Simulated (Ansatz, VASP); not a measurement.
## TePb: VASP beside Ansatz

```
Pb Te
1.0
     4.51188    0.00000    0.00000
     0.00000    4.51188    0.00000
     0.00000    0.00000   22.38080
Pb Te
3 3
Direct
  0.25000 0.25000 0.36367
  0.75000 0.75000 0.50000
  0.25000 0.25000 0.63633
  0.75000 0.75000 0.35933
  0.25000 0.25000 0.50000
  0.75000 0.75000 0.64067
```

Alike in both runs: functional LDA; k mesh 7 × 7 × 1; occupations fermi-dirac, width 0.02 eV; no spin polarisation.

Ansatz relaxed the structure, and its values are those at the end. VASP's run is a single point on that final structure, the one shown.

```csv
,VASP,Ansatz
version,VASP 6.6.1,Ansatz 0.2.0
potentials or method,"VASP PAW LDA potentials, release 64 (Pb_d, Te), cutoff 520 eV","all-electron LAPW, scalar-relativistic"
```

|  | VASP | Ansatz | Ansatz less VASP |
| --- | --- | --- | --- |
| gap on the k mesh at the Fermi level (eV) | 0.93 | 0.94 | +0.010 |
| rms of the force components (eV/Å) | 0.005 | 0.000 | -0.0043 |

LDA's correlation is that of Perdew and Zunger in VASP and of Perdew and Wang (1992) in Ansatz. Ansatz ran all-electron here, and VASP with PAW potentials.

Spin-orbit coupling is off throughout.
